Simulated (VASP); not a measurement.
Write the native input for VASP 6.6.1 that does the following.

```yaml
Task: electric field gradients
Functional: PBEsol
Potentials_or_basis: VASP PAW PBE potentials, release 64 (C_h)
Cutoff: 1000 eV
k_mesh: 14 × 14 × 14
Occupations: fermi-dirac, width 0.03 eV
Spin: no spin polarisation
Dipole_correction: no
Further_INCAR_settings: ALGO = Normal; EDIFF = 1e-08; NBANDS = 11
```

The structure of C lies in POSCAR:

```
C
1.0
    0.0000000000      1.7803725545      1.7803725545
    1.7803725545      0.0000000000      1.7803725545
    1.7803725545      1.7803725545      0.0000000000
C
2
Direct
    0.0000000000      0.0000000000      0.0000000000
    0.2500000000      0.2500000000      0.2500000000
```

The input as run:

INCAR

```
  PREC = Accurate
  ENCUT = 1000
  EDIFF = 1E-8
  ISMEAR = -1
  SIGMA = 0.03
  LREAL = False
  LASPH = True
  NELM = 120
  ALGO = Normal
  ISIF = 2
  LWAVE = False
  LCHARG = False
  GGA = PS
  LEFG = True
  NBANDS = 11
  GGA_COMPAT = False
```

KPOINTS

```
regular mesh
0
Gamma
  14 14 14
```

Potentials or basis: VASP PAW PBE potentials, release 64 (C_h).

Run with:

```sh
$ cat potpaw_PBE.64/C_h/POTCAR > POTCAR
$ mpirun -np 1 vasp_std > vasp.out
```

It gave:

| Property | Result |
| --- | --- |
| Pressure | -2.3 GPa |
| Band gap on the k mesh | 4.02 eV (least direct gap 5.56 eV) |
| Largest electric field gradient by atom | under 0.05 V/Å² on every atom |

Caveat: the PAW data sets were made with another functional, which shifts forces and pressure a little.

Wall time 33 s on 1 thread of Intel(R) Xeon(R) 6975P-C (Granite Rapids), with other jobs on the host, peak memory 0.16 GiB.
